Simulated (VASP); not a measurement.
# HfN (rocksalt type) (Fm-3m) in VASP: further runs

Runs on HfN (rocksalt type). Level: PBEsol. Tasks: single point.

All numbers are computed with VASP 6.6.1; they aren't measurements. Logs are shortened: lines on timing, memory, paths and dates and some standing lists are left out, and cuts for length are marked.

**1. The cell of the first run**

It takes space group Fm-3m (No. 225, cubic). Conventional cell: a = 4.314 Å, b = 4.314 Å, c = 4.314 Å, α = 90.00°, β = 90.00°, γ = 90.00°. Within 2.9 Å of Hf (site symmetry m-3m) lie 6 N at 2.16 Å. Within 2.9 Å of N (site symmetry m-3m) lie 6 Hf at 2.16 Å.

**2. Single point, PBEsol (volume scaled by 0.88)**

INCAR reads:

```
  PREC = Accurate
  ENCUT = 520
  EDIFF = 1E-7
  ISMEAR = -1
  SIGMA = 0.08
  LREAL = F
  LASPH = T
  NELM = 80
  ALGO = Normal
  ISIF = 2
  LWAVE = F
  LCHARG = F
  GGA = PS
  NBANDS = 14
```

KPOINTS reads:

```
Automatic mesh
0
Gamma
  15 15 15
```

POSCAR reads:

```
HfN
1.0
    0.0000000000      2.1568648531      2.1568648531
    2.1568648531      0.0000000000      2.1568648531
    2.1568648531      2.1568648531      0.0000000000
Hf N
1 1
Direct
    0.0000000000      0.0000000000      0.0000000000
    0.5000000000      0.5000000000      0.5000000000
```

Potentials or basis: VASP PAW PBE potentials, release 64 (Hf_pv, N).

Run with:

```sh
$ cat potpaw_PBE.64/Hf_pv/POTCAR potpaw_PBE.64/N/POTCAR > POTCAR
$ mpirun -np 1 vasp_std > vasp.out
```

OUTCAR:

```text
PREC = Accurate
   ENCUT = 520
   EDIFF = 1E-7
   ISMEAR = -1
   LREAL = F
   LASPH = T
   NELM = 80
   ISIF = 2
   GGA = PS

 ion  position               nearest neighbor table
   1  0.000  0.000  0.000-   2 2.16   2 2.16   2 2.16   2 2.16   2 2.16   2 2.16
   2  0.500  0.500  0.500-   1 2.16   1 2.16   1 2.16   1 2.16   1 2.16   1 2.16

  LATTYP: Found a face centered cubic cell.
 ALAT       =     4.3137297062

  Lattice vectors:

 A1 = (   0.0000000000,   2.1568648531,   2.1568648531)
 A2 = (   2.1568648531,   0.0000000000,   2.1568648531)
 A3 = (   2.1568648531,   2.1568648531,   0.0000000000)

Analysis of symmetry for initial positions (statically):
=====================================================================
 Subroutine PRICEL returns:
 Original cell was already a primitive cell.

 Routine SETGRP: Setting up the symmetry group for a
 face centered cubic supercell.

 Subroutine GETGRP returns: Found 48 space group operations
[... 9 lines left out ...]

 Routine SETGRP: Setting up the symmetry group for a
 face centered cubic supercell.

 Subroutine GETGRP returns: Found 48 space group operations
[... 11 lines left out ...]
                                     Primitive cell

  volume of cell :      20.0678

  direct lattice vectors                    reciprocal lattice vectors
     0.000000000  2.156864853  2.156864853    -0.231817955  0.231817955  0.231817955
     2.156864853  0.000000000  2.156864853     0.231817955 -0.231817955  0.231817955
     2.156864853  2.156864853  0.000000000     0.231817955  0.231817955 -0.231817955

  length of vectors
     3.050267527  3.050267527  3.050267527     0.401520477  0.401520477  0.401520477

  position of ions in fractional coordinates (direct lattice)
     0.000000000  0.000000000  0.000000000
     0.500000000  0.500000000  0.500000000

  ion indices of the primitive-cell ions
   primitive index   ion index
                 1           1
                 2           2

----------------------------------------------------------------------------------------

 KPOINTS: Automatic mesh

Automatic generation of k-mesh.
 Grid dimensions read from file:
 generate k-points for:   15   15   15

 Generating k-lattice:

  Cartesian coordinates                     Fractional coordinates (reciprocal lattice)
    -0.015454530  0.015454530  0.015454530     0.066666667  0.000000000  0.000000000
     0.015454530 -0.015454530  0.015454530     0.000000000  0.066666667  0.000000000
     0.015454530  0.015454530 -0.015454530     0.000000000  0.000000000  0.066666667

  Length of vectors
     0.026768032  0.026768032  0.026768032

  Shift w.r.t. Gamma in fractional coordinates (k-lattice)
     0.000000000  0.000000000  0.000000000

 Subroutine IBZKPT returns following result:
 ===========================================

 Found    120 irreducible k-points:

 Following reciprocal coordinates:
            Coordinates               Weight
  0.000000  0.000000  0.000000      1.000000
  0.066667  0.000000  0.000000      8.000000
  0.133333  0.000000  0.000000      8.000000
  0.200000  0.000000  0.000000      8.000000
  0.266667  0.000000  0.000000      8.000000
  0.333333  0.000000  0.000000      8.000000
[... 16 lines left out ...]
  0.133333  0.133333  0.000000      6.000000
  0.200000  0.133333  0.000000     24.000000
 [... further k-points ...]
   k-points           NKPTS =    120   k-points in BZ     NKDIM =    120   number of bands    NBANDS=     14
   number of dos      NEDOS =    301   number of ions     NIONS =      2
   total plane-waves  NPLWV =  13824
   dimension x,y,z NGX =    24 NGY =   24 NGZ =   24
   dimension x,y,z NGXF=    48 NGYF=   48 NGZF=   48
   ions per type =               1   1
   NGX,Y,Z   is equivalent  to a cutoff of  13.08, 13.08, 13.08 a.u.
   NGXF,Y,Z  is equivalent  to a cutoff of  26.16, 26.16, 26.16 a.u.
 SYSTEM =  unknown system
   PREC   = accura    normal or accurate (medium, high low for compatibility)
   ISTART =      0    job   : 0-new  1-cont  2-samecut
   ICHARG =      2    charge: 1-file 2-atom 10-const
   ISPIN  =      1    spin polarized calculation?
   LNONCOLLINEAR =      F non collinear calculations
   LSORBIT =      F    spin-orbit coupling
   LASPH  =      T    aspherical Exc in radial PAW
   ENCUT  =  520.0 eV  38.22 Ry    6.18 a.u.   5.67  5.67  5.67*2*pi/ulx,y,z
   NELM   =     80;   NELMIN=  2; NELMDL= -5     # of ELM steps
   EDIFF  = 0.1E-06   stopping-criterion for ELM
   LREAL  =      F    real-space projection
   EDIFFG = 0.1E-05   stopping-criterion for IOM
   NSW    =      0    number of steps for IOM
   IBRION =     -1    ionic relax: 0-MD 1-quasi-New 2-CG
   NFREE  =      0    steps in history (QN), initial steepest desc. (CG)
   ISIF   =      2    stress and relaxation
   ISYM   =      2    0-nonsym 1-usesym 2-fastsym
   POTIM  = 0.5000    time-step for ionic-motion
   TEBEG  =    0.0;   TEEND  =   0.0 temperature during run
   PSTRESS=    0.0 pullay stress
   NELECT =      15.0000    total number of electrons
   NUPDOWN=      -1.0000    fix difference up-down
   EMIN   =  10.00;   EMAX   =-10.00  energy-range for DOS
   EFERMI =   0.00;   METHOD = LEGACY
   ISMEAR =    -1;   SIGMA  =   0.08  broadening in eV -4-tet -1-fermi 0-gaus
   EFERMI_NEDOS =   21; number of points for ismear=-14 and -15
   IALGO  =     38    algorithm
   IMIX   =      4    mixing-type and parameters
     AMIX     =   0.40;   BMIX     =  1.00
     AMIX_MAG =   1.60;   BMIX_MAG =  1.00
  volume/ion in A,a.u.               =      10.03        67.71
  Fermi-wavevector in a.u.,A,eV,Ry     =   1.485727  2.807617 30.033288  2.207384
  Thomas-Fermi vector in A             =   2.599102
   LORBIT       =      0    0 simple, 1 ext, 2 COOP (PROOUT), +10 PAW based schemes
   GGA     = PS    functional components
   LHFCALC =     F    Hartree Fock is set to
   AEXX    =    0.0000 exact exchange contribution
   IVDW    =     0    specifies the selected vdW correction
   LEPSILON=     F    determine dielectric tensor
   LRPA    =     F    only Hartree local field effects (RPA)
 non-spin polarized calculation
  energy-cutoff  :      520.00
  volume of cell :       20.07
 maximum number of plane-waves:       556
   NGX = 11   NGY = 11   NGZ = 11

 number of electron      14.9999998 magnetization

 Free energy of the ion-electron system (eV)
  ---------------------------------------------------
  ext. energy  EPLUGINS =         0.00000000
  ---------------------------------------------------
  free energy    TOTEN  =       -22.66940472 eV

  energy without entropy =      -22.65855534  energy(sigma->0) =      -22.66398003

 E-fermi :   9.4783     XC(G=0): -13.6352

 val. band max:        9.4746390674   @ k =  -0.3333   0.4667   0.2000
 cond. band min:       9.5098733086   @ k =   0.0667   0.0667   0.0000
 fundamental gap:      0.0352342412
 Fermi energy:         9.4782799936

 k-point     1 :       0.0000    0.0000    0.0000
  band No.  band energies     occupation
      1     -21.0218      2.00000
      2     -21.0218      2.00000
      3     -21.0218      2.00000
      4      -8.7763      2.00000
      5       6.3515      2.00000
      6       6.3515      2.00000
      7       6.3515      2.00000
      8       9.0044      1.99467
      9       9.0044      1.99467
     10       9.0044      1.99467
     11      11.7671      0.00000
     12      11.7671      0.00000
     13      12.7401      0.00000
     14      19.3580      0.00000

 k-point     2 :       0.0667    0.0000    0.0000
  band No.  band energies     occupation
      1     -21.1030      2.00000
      2     -21.0276      2.00000
      3     -21.0276      2.00000
      4      -8.6327      2.00000
      5       5.8551      2.00000
      6       6.0182      2.00000
      7       6.0182      2.00000
      8       9.1727      1.95706
      9       9.1883      1.94810
     10       9.1883      1.94810
     11      12.1953      0.00000
     12      12.1953      0.00000
     13      13.0546      0.00000
     14      19.7740      0.00000

 k-point     3 :       0.1333    0.0000    0.0000
  band No.  band energies     occupation
      1     -21.3249      2.00000
      2     -21.0439      2.00000
      3     -21.0439      2.00000
      4      -8.2278      2.00000
      5       4.7665      2.00000
      6       5.2853      2.00000
      7       5.2853      2.00000
      8       9.4647      1.08498
      9       9.6608      0.18544
     10       9.6608      0.18544
     11      13.2766      0.00000
     12      13.2766      0.00000
     13      13.8583      0.00000
     14      20.9250      0.00000
[... 324 lines left out ...]
 k-point    23 :       0.1333    0.1333    0.0000
  band No.  band energies     occupation
      1     -21.3077      2.00000
      2     -21.1071      2.00000
      3     -21.1071      2.00000
      4      -8.1039      2.00000
      5       3.7936      2.00000
      6       5.7618      2.00000
      7       5.7618      2.00000
      8       8.0005      2.00000
      9      10.6861      0.00000
     10      10.6861      0.00000
     11      12.1187      0.00000
     12      12.8664      0.00000
     13      15.6501      0.00000
     14      21.3819      0.00000

 k-point    24 :       0.2000    0.1333    0.0000
  band No.  band energies     occupation
      1     -21.5044      2.00000
      2     -21.1478      2.00000
      3     -21.1314      2.00000
      4      -7.7313      2.00000
      5       3.0389      2.00000
      6       5.2714      2.00000
      7       5.4160      2.00000
      8       7.9035      2.00000
      9      11.3407      0.00000
     10      11.3592      0.00000
     11      12.7277      0.00000
     12      13.4194      0.00000
     13      16.8815      0.00000
     14      22.3974      0.00000

 [... further k-points ...]

------------------------ aborting loop because EDIFF is reached ----------------------------------------

  FORCE on cell =-STRESS in cart. coord.  units (eV):
  Direction    XX          YY          ZZ          XY          YZ          ZX
  --------------------------------------------------------------------------------------
  -------------------------------------------------------------------------------------
  Total        5.7111583      5.7111583      5.7111583     -0.0000000      0.0000000      0.0000000
  in kB      455.9696975    455.9696975    455.9696975     -0.0000000      0.0000000      0.0000000
  external PRESSURE =     455.9696975 kB  Pullay stress =       0.0000000 kB

 VOLUME and BASIS-vectors are now :
 -----------------------------------------------------------------------------
  energy-cutoff  :      520.00
  volume of cell :       20.07
      direct lattice vectors                 reciprocal lattice vectors
     0.000000000  2.156864853  2.156864853    -0.231817955  0.231817955  0.231817955
     2.156864853  0.000000000  2.156864853     0.231817955 -0.231817955  0.231817955
     2.156864853  2.156864853  0.000000000     0.231817955  0.231817955 -0.231817955

 POSITION                                       TOTAL-FORCE (eV/Angst)
 -----------------------------------------------------------------------------------
      0.00000      0.00000      0.00000         0.000000     -0.000000      0.000000
      2.15686      2.15686      2.15686        -0.000000      0.000000     -0.000000
 -----------------------------------------------------------------------------------
    total drift:                                0.000000     -0.000000     -0.000000

  FREE ENERGIE OF THE ION-ELECTRON SYSTEM (eV)
  ---------------------------------------------------
  free  energy   TOTEN  =       -22.6694047156 eV

  energy  without entropy=      -22.6585553354  energy(sigma->0) =      -22.66398003
```

Wall time 16 s (1 thread of Intel Xeon Platinum 8488C (Sapphire Rapids), shared host); peak memory 0.16 GiB.

What came out:

| Item | Value |
| --- | --- |
| Free energy | -22.6694 eV |
| Pressure | 45.6 GPa |

Levels at points of the mesh, in eV from the Fermi level:
```tsv
k point	band 6	band 7	band 8	band 9	band 10	band 11
(0.00, 0.00, 0.00)	-3.13	-3.13	-0.47	-0.47	-0.47	2.29
```

Caveat: the PAW data sets were made with another functional, which shifts forces and pressure a little; spin-orbit coupling is left out, which moves the levels of the heavy elements.

**3. Single point, PBEsol (volume scaled by 0.88)**

INCAR reads:

```
SYSTEM = HfN
PREC = Accurate
ENCUT = 520
EDIFF = 1E-6
ISMEAR = -1
SIGMA = 0.08
LREAL = .False.
LASPH = .True.
NELM = 100
ALGO = Normal
ISIF = 2
LWAVE = .False.
LCHARG = .False.
GGA = PS
NBANDS = 14
```

KPOINTS reads:

```
Automatic mesh
0
Gamma
  15 15 15
  0 0 0
```

POSCAR is that of step 2.

Potentials or basis: VASP PAW PBE potentials, release 64 (Hf_pv, N).

Run with:

```sh
$ cat potpaw_PBE.64/Hf_pv/POTCAR potpaw_PBE.64/N/POTCAR > POTCAR
$ mpirun -np 1 vasp_std > vasp.out
```

Wall time 14 s (1 thread of Intel Xeon Platinum 8488C (Sapphire Rapids), shared host); peak memory 0.16 GiB.

Results (log left out):

| Property | Result |
| --- | --- |
| Free energy | -22.6694 eV |
| Pressure | 45.6 GPa |

Levels at points of the mesh, in eV from the Fermi level:
| k point | band 6 | band 7 | band 8 | band 9 | band 10 | band 11 |
| --- | --- | --- | --- | --- | --- | --- |
| (0.00, 0.00, 0.00) | -3.13 | -3.13 | -0.47 | -0.47 | -0.47 | 2.29 |

Caveat: the PAW data sets were made with another functional, which shifts forces and pressure a little; spin-orbit coupling is left out, which moves the levels of the heavy elements.

**4. Single point, PBEsol (volume scaled by 0.94)**

INCAR reads:

```
SYSTEM = HfN
ALGO = Normal
EDIFF = 1E-6
ENCUT = 520
GGA = PS
ISIF = 2
ISMEAR = -1
LASPH = .TRUE.
LCHARG = .TRUE.
LELF = .TRUE.
LREAL = .FALSE.
LVHAR = .TRUE.
LWAVE = .FALSE.
NBANDS = 14
NELM = 100
PREC = Accurate
SIGMA = 0.08
```

KPOINTS reads:

```
k-points
0
G
  15 15 15
  0 0 0
```

POSCAR reads:

```
HfN
1.0
    0.0000000000      2.2048107988      2.2048107988
    2.2048107988      0.0000000000      2.2048107988
    2.2048107988      2.2048107988      0.0000000000
Hf N
1 1
Direct
    0.0000000000      0.0000000000      0.0000000000
    0.5000000000      0.5000000000      0.5000000000
```

Run with:

```sh
$ cat potpaw_PBE.64/Hf_pv/POTCAR potpaw_PBE.64/N/POTCAR > POTCAR
$ mpirun -np 1 vasp_std > vasp.out
```

It took 15 s on 1 thread of Intel Xeon Platinum 8488C (Sapphire Rapids), shared host; peak memory 0.16 GiB.

The run converged. Its results:

```yaml
Free_energy: -22.9351 eV
Pressure: 17.9 GPa
```

Levels at points of the mesh, in eV from the Fermi level:
```
           k point  band 5  band 6  band 7  band 8  band 9  band 10  band 11  band 12
(0.00, 0.00, 0.00)   -3.07   -3.07   -3.07   -0.42   -0.42    -0.42     2.12     2.12
```

Caveat: the PAW data sets were made with another functional, which shifts forces and pressure a little; spin-orbit coupling is left out, which moves the levels of the heavy elements.

[end of part 1 of 2]
